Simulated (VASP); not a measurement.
A run of VASP 6.6.1 is set up as follows.

INCAR

```
PREC = Accurate
ENCUT = 520
EDIFF = 1E-6
ISMEAR = 0
SIGMA = 0.15
LREAL = False
LASPH = True
NELM = 80
ALGO = Fast
ISIF = 2
LWAVE = False
LCHARG = True
GGA = PE
LELF = True
LVHAR = True
NBANDS = 20
```

File KPOINTS:

```
Automatic mesh
0
Gamma
  22 16 16
```

The input POSCAR:

```
AlCo
1.0
   -2.8519023960      0.0000000000      0.0000000000
    0.0000000000      2.8519023960      2.8519023960
    0.0000000000      2.8519023960     -2.8519023960
Al Co
2 2
Direct
    0.0000000000     -0.0350643136      0.0350643136
    0.0000000000      0.4649356864      0.5350643136
    0.5000000000      0.5160535865     -0.0160535865
    0.5000000000      0.0160535865      0.4839464135
```

Potentials or basis: VASP PAW PBE potentials, release 64 (Al, Co).

Command:

```console
$ cat potpaw_PBE.64/Al/POTCAR potpaw_PBE.64/Co/POTCAR > POTCAR
$ mpirun -np 1 vasp_std > vasp.out
```

Q: Estimate the band gap on the k mesh.

A: Zero (bands 12 and 13 overlap by 0.99 eV).

Q: Estimate the pressure.

A: 6.1 GPa.

Forces on the atoms (eV/Å):
```
Al   0.000  0.000  2.105
Al   0.000  0.000  2.105
Co   0.000  0.000 -2.105
Co   0.000  0.000 -2.105
```

Caveat: the cell differs from its parent crystal (atoms displaced along a vibrational mode); the stress differs along the axes, from 3 to 8 GPa; the run has no spin polarisation, though such a crystal can be magnetic; forces of over 1 eV/Å act on the atoms, so gaps and moduli don't describe the material at rest. Spin polarisation is off, so any magnetic state and its effect on volume and gap are missing.
